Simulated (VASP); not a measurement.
Here is a VASP 6.6.1 calculation.

The input INCAR:

```
SYSTEM = NbAs
  PREC = Accurate
  ENCUT = 500
  EDIFF = 1E-6
  ISMEAR = 0
  SIGMA = 0.1
  LREAL = .FALSE.
  LASPH = .TRUE.
  NELM = 200
  ALGO = Normal
  ISIF = 2
  LWAVE = .FALSE.
  LCHARG = .FALSE.
  ISPIN = 2
  MAGMOM = 0.73 -0.03
  LORBIT = 11
  NUPDOWN = 1.0
  LMAXMIX = 4
  GGA = PE
  NBANDS = 20
  GGA_COMPAT = .FALSE.
```

KPOINTS

```
Automatic mesh
0
G
  12 12 12
  0 0 0
```

File POSCAR:

```
NbAs
1.0
    0.0000000000      2.9067815048      2.9067815048
    2.9067815048      0.0000000000      2.9067815048
    2.9067815048      2.9067815048      0.0000000000
Nb As
1 1
Direct
    0.0000000000      0.0000000000      0.0000000000
    0.2500000000      0.2500000000      0.2500000000
```

Potentials or basis: VASP PAW PBE potentials, release 64 (Nb_sv, As).

Launch:

```console
$ cat potpaw_PBE.64/Nb_sv/POTCAR potpaw_PBE.64/As/POTCAR > POTCAR
$ mpirun -np 1 vasp_std > vasp.out
```

(1) Predict the pressure.

Answers

(1) 1.5 GPa.

Caveat: the total moment is fixed, so each spin has its own Fermi level.
